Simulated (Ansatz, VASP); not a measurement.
# Sr3CuH2: VASP beside Ansatz

```xyz
6
Lattice="7.2891 0.0000 0.0000 -3.6446 6.3126 0.0000 0.0000 0.0000 4.5824" Properties=species:S:1:pos:R:3 pbc="T T T"
Sr    2.3416    0.0000    0.0000
Sr   -1.1708    2.0279    0.0000
Sr    2.4738    4.2847    0.0000
Cu    0.0000    0.0000    2.2912
H     0.0000    0.0000    3.7995
H     0.0000    0.0000    0.7828
```

Alike in both runs: functional PBE; k mesh 6 × 6 × 8; occupations gaussian, width 0.1 eV; no spin polarisation.

Ansatz relaxed the structure, and its values are those at the end. VASP's run is a single point on that final structure, the one shown.

|  | VASP | Ansatz |
| --- | --- | --- |
| version | VASP 6.6.1 | Ansatz 0.2.0 |
| potentials or method | VASP PAW PBE potentials, release 64 (Sr_sv, Cu, H), cutoff 520 eV | scalar-relativistic, plane waves, PAW |
| valence electrons in the cell | 43 | 51 |

```csv
,VASP,Ansatz,Ansatz less VASP
gap on the k mesh at the Fermi level (eV),none,none,-
pressure (GPa),0.1,0.0,-0.08
rms of the force components (eV/Å),0.006,0.003,-0.0028
```

A gap of «none» marks a metal or a gap that the smearing closes. VASP's potentials hold 43 valence electrons a cell and Ansatz's 51, so a difference there can come from the potentials and not from the codes.
